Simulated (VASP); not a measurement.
# Ba (Fd-3m) in VASP: further runs

Ba is run at these levels: PBEsol; tasks: single point.

All numbers are computed with VASP 6.6.1; they aren't measurements. Logs are shortened: lines on timing, memory, paths and dates and some standing lists are left out, and cuts for length are marked.

## 1. The cell of the first run

Symmetry: Fd-3m, No. 227, cubic system. Conventional cell: a = 7.412 Å, b = 7.412 Å, c = 7.412 Å, α = 90.00°, β = 90.00°, γ = 90.00°. Ba (site symmetry -43m) has 4 Ba at 3.21 Å within 4.2 Å.

## 2. Single point, PBEsol

The input, INCAR:

```
SYSTEM = Ba
PREC = Accurate
ENCUT = 520
EDIFF = 1E-6
ISMEAR = -1
SIGMA = 0.1
LREAL = .False.
LASPH = .True.
NELM = 60
ALGO = Normal
ISIF = 2
LWAVE = .False.
LCHARG = .False.
GGA = PS
NBANDS = 17
```

The input, KPOINTS:

```
regular mesh
0
Gamma
  6 6 6
  0 0 0
```

The input, POSCAR:

```
Ba
1.0
    0.0000000000      3.7059091011      3.7059091011
    3.7059091011      0.0000000000      3.7059091011
    3.7059091011      3.7059091011      0.0000000000
Ba
2
Direct
    0.1250000000      0.1250000000      0.1250000000
    0.8750000000      0.8750000000      0.8750000000
```

Potentials or basis: VASP PAW PBE potentials, release 64 (Ba_sv).

Launch:

```
cat potpaw_PBE.64/Ba_sv/POTCAR > POTCAR
mpirun -np 1 vasp_std > vasp.out
```

OUTCAR:

```text
SYSTEM = Ba
   PREC = Accurate
   ENCUT = 520
   EDIFF = 1E-6
   ISMEAR = -1
   LREAL = .False.
   LASPH = .True.
   NELM = 60
   ISIF = 2
   GGA = PS

 ion  position               nearest neighbor table
   1  0.125  0.125  0.125-   2 3.21   2 3.21   2 3.21   2 3.21
   2  0.875  0.875  0.875-   1 3.21   1 3.21   1 3.21   1 3.21

  LATTYP: Found a face centered cubic cell.
 ALAT       =     7.4118182022

  Lattice vectors:

 A1 = (   0.0000000000,   3.7059091011,   3.7059091011)
 A2 = (   3.7059091011,   0.0000000000,   3.7059091011)
 A3 = (   3.7059091011,   3.7059091011,   0.0000000000)

Analysis of symmetry for initial positions (statically):
=====================================================================
 Subroutine PRICEL returns:
 Original cell was already a primitive cell.

 Routine SETGRP: Setting up the symmetry group for a
 face centered cubic supercell.

 Subroutine GETGRP returns: Found 48 space group operations
 (whereof 12 operations were pure point group operations)
 out of a pool of 48 trial point group operations.

The static configuration has the point symmetry D_3d.
 The point group associated with its full space group is O_h .

Analysis of symmetry for dynamics (positions and initial velocities):
=====================================================================
 Subroutine PRICEL returns:
 Original cell was already a primitive cell.

 Routine SETGRP: Setting up the symmetry group for a
 face centered cubic supercell.

 Subroutine GETGRP returns: Found 48 space group operations
 (whereof 12 operations were pure point group operations)
 out of a pool of 48 trial point group operations.

The dynamic configuration has the point symmetry D_3d.
 The point group associated with its full space group is O_h .

 Subroutine INISYM returns: Found 48 space group operations
 (whereof 12 operations are pure point group operations),
 and found     1 'primitive' translations

----------------------------------------------------------------------------------------

                                     Primitive cell

  volume of cell :     101.7921

  direct lattice vectors                    reciprocal lattice vectors
     0.000000000  3.705909101  3.705909101    -0.134919661  0.134919661  0.134919661
     3.705909101  0.000000000  3.705909101     0.134919661 -0.134919661  0.134919661
     3.705909101  3.705909101  0.000000000     0.134919661  0.134919661 -0.134919661

  length of vectors
     5.240946912  5.240946912  5.240946912     0.233687708  0.233687708  0.233687708

  position of ions in fractional coordinates (direct lattice)
     0.125000000  0.125000000  0.125000000
     0.875000000  0.875000000  0.875000000

  ion indices of the primitive-cell ions
   primitive index   ion index
                 1           1
                 2           2

----------------------------------------------------------------------------------------

 KPOINTS: regular mesh

Automatic generation of k-mesh.
 Grid dimensions read from file:
 generate k-points for:    6    6    6

 Generating k-lattice:

  Cartesian coordinates                     Fractional coordinates (reciprocal lattice)
    -0.022486610  0.022486610  0.022486610     0.166666667  0.000000000  0.000000000
     0.022486610 -0.022486610  0.022486610     0.000000000  0.166666667  0.000000000
     0.022486610  0.022486610 -0.022486610     0.000000000  0.000000000  0.166666667

  Length of vectors
     0.038947951  0.038947951  0.038947951

  Shift w.r.t. Gamma in fractional coordinates (k-lattice)
     0.000000000  0.000000000  0.000000000

 Subroutine IBZKPT returns following result:
 ===========================================

 Found     16 irreducible k-points:

 Following reciprocal coordinates:
            Coordinates               Weight
  0.000000  0.000000  0.000000      1.000000
  0.166667  0.000000  0.000000      8.000000
  0.333333  0.000000  0.000000      8.000000
  0.500000  0.000000  0.000000      4.000000
  0.166667  0.166667  0.000000      6.000000
  0.333333  0.166667  0.000000     24.000000
[... 8 lines left out ...]
 -0.333333  0.333333  0.166667     24.000000
 -0.333333  0.500000  0.166667     12.000000
   k-points           NKPTS =     16   k-points in BZ     NKDIM =     16   number of bands    NBANDS=     17
   number of dos      NEDOS =    301   number of ions     NIONS =      2
   total plane-waves  NPLWV =  64000
   dimension x,y,z NGX =    40 NGY =   40 NGZ =   40
   dimension x,y,z NGXF=    80 NGYF=   80 NGZF=   80
   ions per type =               2
   NGX,Y,Z   is equivalent  to a cutoff of  12.69, 12.69, 12.69 a.u.
   NGXF,Y,Z  is equivalent  to a cutoff of  25.38, 25.38, 25.38 a.u.
 SYSTEM =  Ba
   PREC   = accura    normal or accurate (medium, high low for compatibility)
   ISTART =      0    job   : 0-new  1-cont  2-samecut
   ICHARG =      2    charge: 1-file 2-atom 10-const
   ISPIN  =      1    spin polarized calculation?
   LNONCOLLINEAR =      F non collinear calculations
   LSORBIT =      F    spin-orbit coupling
   LASPH  =      T    aspherical Exc in radial PAW
   ENCUT  =  520.0 eV  38.22 Ry    6.18 a.u.   9.74  9.74  9.74*2*pi/ulx,y,z
   NELM   =     60;   NELMIN=  2; NELMDL= -5     # of ELM steps
   EDIFF  = 0.1E-05   stopping-criterion for ELM
   LREAL  =      F    real-space projection
   EDIFFG = 0.1E-04   stopping-criterion for IOM
   NSW    =      0    number of steps for IOM
   IBRION =     -1    ionic relax: 0-MD 1-quasi-New 2-CG
   NFREE  =      0    steps in history (QN), initial steepest desc. (CG)
   ISIF   =      2    stress and relaxation
   ISYM   =      2    0-nonsym 1-usesym 2-fastsym
   POTIM  = 0.5000    time-step for ionic-motion
   TEBEG  =    0.0;   TEEND  =   0.0 temperature during run
   PSTRESS=    0.0 pullay stress
   NELECT =      20.0000    total number of electrons
   NUPDOWN=      -1.0000    fix difference up-down
   EMIN   =  10.00;   EMAX   =-10.00  energy-range for DOS
   EFERMI =   0.00;   METHOD = LEGACY
   ISMEAR =    -1;   SIGMA  =   0.10  broadening in eV -4-tet -1-fermi 0-gaus
   EFERMI_NEDOS =   21; number of points for ismear=-14 and -15
   IALGO  =     38    algorithm
   IMIX   =      4    mixing-type and parameters
     AMIX     =   0.40;   BMIX     =  1.00
     AMIX_MAG =   1.60;   BMIX_MAG =  1.00
  volume/ion in A,a.u.               =      50.90       343.46
  Fermi-wavevector in a.u.,A,eV,Ry     =   0.951729  1.798507 12.324001  0.905789
  Thomas-Fermi vector in A             =   2.080226
   LORBIT       =      0    0 simple, 1 ext, 2 COOP (PROOUT), +10 PAW based schemes
   GGA     = PS    functional components
   LHFCALC =     F    Hartree Fock is set to
   AEXX    =    0.0000 exact exchange contribution
   IVDW    =     0    specifies the selected vdW correction
   LEPSILON=     F    determine dielectric tensor
   LRPA    =     F    only Hartree local field effects (RPA)
 non-spin polarized calculation
  energy-cutoff  :      520.00
  volume of cell :      101.79
 maximum number of plane-waves:      2764
   NGX = 19   NGY = 19   NGZ = 19

 number of electron      20.0000001 magnetization

 Free energy of the ion-electron system (eV)
  ---------------------------------------------------
  ext. energy  EPLUGINS =         0.00000000
  ---------------------------------------------------
  free energy    TOTEN  =        -2.48939402 eV

  energy without entropy =       -2.41000948  energy(sigma->0) =       -2.44970175

 E-fermi :   1.9125     XC(G=0):  -8.0995

 val. band max:        1.9040775121   @ k =   0.5000   0.0000   0.0000
 cond. band min:       1.9199430293   @ k =   0.1667   0.0000   0.0000
 fundamental gap:      0.0158655172
 Fermi energy:         1.9125458512

 k-point     1 :       0.0000    0.0000    0.0000
  band No.  band energies     occupation
      1     -27.4271      2.00000
      2     -26.4578      2.00000
      3     -12.9917      2.00000
      4     -12.9917      2.00000
      5     -12.9917      2.00000
      6     -11.5299      2.00000
[... 9 lines left out ...]
     16       5.2850      0.00000
     17       5.2850      0.00000

 k-point     2 :       0.1667    0.0000    0.0000
  band No.  band energies     occupation
      1     -27.3831      2.00000
      2     -26.5102      2.00000
      3     -13.0446      2.00000
      4     -13.0446      2.00000
      5     -12.9989      2.00000
      6     -11.5054      2.00000
[... 9 lines left out ...]
     16       5.1548      0.00000
     17       5.1548      0.00000

 k-point     3 :       0.3333    0.0000    0.0000
  band No.  band energies     occupation
      1     -27.2746      2.00000
      2     -26.6354      2.00000
      3     -13.1386      2.00000
      4     -13.1386      2.00000
      5     -13.0226      2.00000
      6     -11.4400      2.00000
[... 9 lines left out ...]
     16       5.7239      0.00000
     17       5.7239      0.00000

 k-point     4 :       0.5000    0.0000    0.0000
  band No.  band energies     occupation
      1     -27.2003      2.00000
      2     -26.7180      2.00000
      3     -13.1810      2.00000
      4     -13.1810      2.00000
      5     -13.0385      2.00000
      6     -11.3998      2.00000
[... 9 lines left out ...]
     16       6.5100      0.00000
     17       6.5863      0.00000
[... 183 lines left out ...]
      1     -27.1695      2.00000
      2     -26.7515      2.00000
      3     -13.3563      2.00000
      4     -13.2609      2.00000
      5     -12.6403      2.00000
      6     -11.8334      2.00000
[... 9 lines left out ...]
     16       5.4554      0.00000
     17       5.5473      0.00000

 k-point    15 :      -0.3333    0.3333    0.1667
  band No.  band energies     occupation
      1     -27.0838      2.00000
      2     -26.8427      2.00000
      3     -13.4063      2.00000
      4     -13.3038      2.00000
      5     -12.5310      2.00000
      6     -11.9200      2.00000
[... 9 lines left out ...]
     16       5.2000      0.00000
     17       5.6478      0.00000

 k-point    16 :      -0.3333    0.5000    0.1667
  band No.  band energies     occupation
      1     -26.9646      2.00000
      2     -26.9646      2.00000
      3     -13.3843      2.00000
      4     -13.3843      2.00000
      5     -12.2347      2.00000
      6     -12.2347      2.00000
[... 9 lines left out ...]
     16       4.4858      0.00000
     17       6.8170      0.00000

------------------------ aborting loop because EDIFF is reached ----------------------------------------

  FORCE on cell =-STRESS in cart. coord.  units (eV):
  Direction    XX          YY          ZZ          XY          YZ          ZX
  --------------------------------------------------------------------------------------
  -------------------------------------------------------------------------------------
  Total        0.4567363      0.4567363      0.4567363      0.0000000     -0.0000000      0.0000000
  in kB        7.1888893      7.1888893      7.1888893      0.0000000     -0.0000000      0.0000000
  external PRESSURE =       7.1888893 kB  Pullay stress =       0.0000000 kB

 VOLUME and BASIS-vectors are now :
 -----------------------------------------------------------------------------
  energy-cutoff  :      520.00
  volume of cell :      101.79
      direct lattice vectors                 reciprocal lattice vectors
     0.000000000  3.705909101  3.705909101    -0.134919661  0.134919661  0.134919661
     3.705909101  0.000000000  3.705909101     0.134919661 -0.134919661  0.134919661
     3.705909101  3.705909101  0.000000000     0.134919661  0.134919661 -0.134919661

 POSITION                                       TOTAL-FORCE (eV/Angst)
 -----------------------------------------------------------------------------------
      0.92648      0.92648      0.92648         0.000000      0.000000      0.000000
      6.48534      6.48534      6.48534        -0.000000     -0.000000     -0.000000
 -----------------------------------------------------------------------------------
    total drift:                                0.000000      0.000000     -0.000000

  FREE ENERGIE OF THE ION-ELECTRON SYSTEM (eV)
  ---------------------------------------------------
  free  energy   TOTEN  =        -2.4893940203 eV

  energy  without entropy=       -2.4100094759  energy(sigma->0) =       -2.44970175
```

It took 14 s on 1 thread of Intel Xeon Platinum 8488C (Sapphire Rapids), shared host; peak memory 0.23 GiB.

Results:

```yaml
Free_energy: -2.4894 eV
Pressure: 0.7 GPa
Band_gap_on_the_k_mesh: zero (band 10 reaches 2.06 eV, above the bottom of band 11 at 1.92 eV)
```

Levels at points of the mesh, in eV from the Fermi level:
| k point | band 6 | band 7 | band 8 | band 9 | band 10 | band 11 | band 12 | band 13 | band 14 | band 15 |
| --- | --- | --- | --- | --- | --- | --- | --- | --- | --- | --- |
| (0.00, 0.00, 0.00) | -13.44 | -13.44 | -13.44 | -2.05 | 0.14 | 0.14 | 1.51 | 1.51 | 1.51 | 3.37 |
| (0.50, 0.00, 0.00) | -13.31 | -13.19 | -13.19 | -0.18 | -0.01 | 0.27 | 0.27 | 1.11 | 1.11 | 2.47 |
| (0.50, 0.50, 0.00) | -14.17 | -12.92 | -12.92 | -0.77 | -0.77 | 1.14 | 1.14 | 2.22 | 2.22 | 2.48 |

Caveat: the PAW data sets were made with another functional, which shifts forces and pressure a little; spin-orbit coupling is left out, which moves the levels of the heavy elements.

## 3. Single point, PBEsol (volume scaled by 0.88)

The input, INCAR:

```
ALGO     = Normal         # electronic algorithm
EDIFF    = 1E-6           # SCF threshold, eV
ENCUT    = 520            # plane-wave cutoff, eV
GGA      = PS             # functional
ISIF     = 2              # what is computed and relaxed
ISMEAR   = -1             # smearing method
LASPH    = True           # aspherical terms in the spheres
LCHARG   = False          # write CHGCAR
LREAL    = False          # projectors in reciprocal space
LWAVE    = False          # write WAVECAR
NBANDS   = 17             # bands
NELM     = 80             # most SCF steps
PREC     = Accurate       # precision mode
SIGMA    = 0.1            # smearing width, eV
```

The input, KPOINTS:

```
k-points
0
Gamma
  8 8 8
```

The input, POSCAR:

```
Ba
1.0
    0.0000000000      3.5513132911      3.5513132911
    3.5513132911      0.0000000000      3.5513132911
    3.5513132911      3.5513132911      0.0000000000
Ba
2
Direct
    0.1250000000      0.1250000000      0.1250000000
    0.8750000000      0.8750000000      0.8750000000
```

Potentials or basis: VASP PAW PBE potentials, release 64 (Ba_sv).

Launch:

```
cat potpaw_PBE.64/Ba_sv/POTCAR > POTCAR
mpirun -np 1 vasp_std > vasp.out
```

It took 21 s on 1 thread of Intel Xeon Platinum 8488C (Sapphire Rapids), shared host; peak memory 0.24 GiB.

The run converged. Its results:

```yaml
Free_energy: -2.3344 eV
Pressure: 4.0 GPa
Band_gap_on_the_k_mesh: zero (band 10 reaches 2.66 eV, above the bottom of band 11 at 2.29 eV)
```

Levels at points of the mesh, in eV from the Fermi level:
```
           k point  band 8  band 9  band 10  band 11  band 12  band 13
(0.00, 0.00, 0.00)  -13.11   -1.92     0.12     0.12     1.81     1.81
(0.50, 0.00, 0.00)  -12.75   -0.18     0.30     0.30     0.31     1.26
(0.50, 0.50, 0.00)  -12.37   -0.86    -0.86     1.28     1.28     2.73
```

Caveat: the PAW data sets were made with another functional, which shifts forces and pressure a little; spin-orbit coupling is left out, which moves the levels of the heavy elements.

[end of part 1 of 3]
